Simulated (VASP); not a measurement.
Wanted: the native input for a VASP 6.6.1 run.

- Task: single point
- Functional: r2SCAN
- Potentials or basis: VASP PAW PBE potentials, release 64 (Ag)
- Cutoff: 520 eV
- k mesh: 22 × 22 × 14
- Occupations: gaussian, width 0.15 eV
- Spin: no spin polarisation
- Dipole correction: no
- Further INCAR settings: ALGO = Normal; EDIFF = 1e-07; NBANDS = 18

Ag:

```
Ag
1.0
    -1.63427    1.63427    1.63427
     1.63427   -1.63427    1.63427
     3.26854    3.26854    0.00000
Ag
2
Direct
  0.91346 0.08654 0.00000
  0.58654 0.41346 0.50000
```

This cell differs from its parent crystal: atoms displaced along a vibrational mode.

These files were run (other wordings do the same):

POSCAR

```
Ag
1.0
   -1.6342676484      1.6342676484      1.6342676484
    1.6342676484     -1.6342676484      1.6342676484
    3.2685352969      3.2685352969      0.0000000000
Ag
2
Direct
   -0.0865350032      0.0865350032      0.0000000000
    0.5865350032      0.4134649968      0.5000000000
```

INCAR.step1

```
ALGO = Normal
EDIFF = 1E-4
ENCUT = 520
GGA = PE
ISMEAR = 0
LASPH = T
LCHARG = F
LREAL = F
LWAVE = T
NBANDS = 18
NELM = 100
PREC = Accurate
SIGMA = 0.15
```

INCAR.step2

```
ALGO = Normal
EDIFF = 1E-7
ENCUT = 520
ISIF = 2
ISMEAR = 0
ISTART = 1
LASPH = T
LCHARG = F
LMIXTAU = T
LREAL = F
LWAVE = F
METAGGA = R2SCAN
NBANDS = 18
NELM = 100
PREC = Accurate
SIGMA = 0.15
```

KPOINTS

```
k-points
0
Gamma
  22 22 14
```

Potentials or basis: VASP PAW PBE potentials, release 64 (Ag).

Run with:

```console
$ cat potpaw_PBE.64/Ag/POTCAR > POTCAR
$ cp INCAR.step1 INCAR
$ mpirun -np 1 vasp_std > vasp.out
$ cp INCAR.step2 INCAR
$ mpirun -np 1 vasp_std > vasp.out
```

It gave:

The pressure is 1.5 GPa and the largest force is 0.364 eV/Å. The band gap on the k mesh is zero (bands 11 and 12 overlap by 7.43 eV).

Caveat: the cell differs from its parent crystal (atoms displaced along a vibrational mode); the PAW data sets were made with another functional, which shifts forces and pressure a little.

Run time: 48 min on 1 thread of Oxide Virtual Turin-like Processor, with other jobs on the host, peak memory 0.58 GiB.
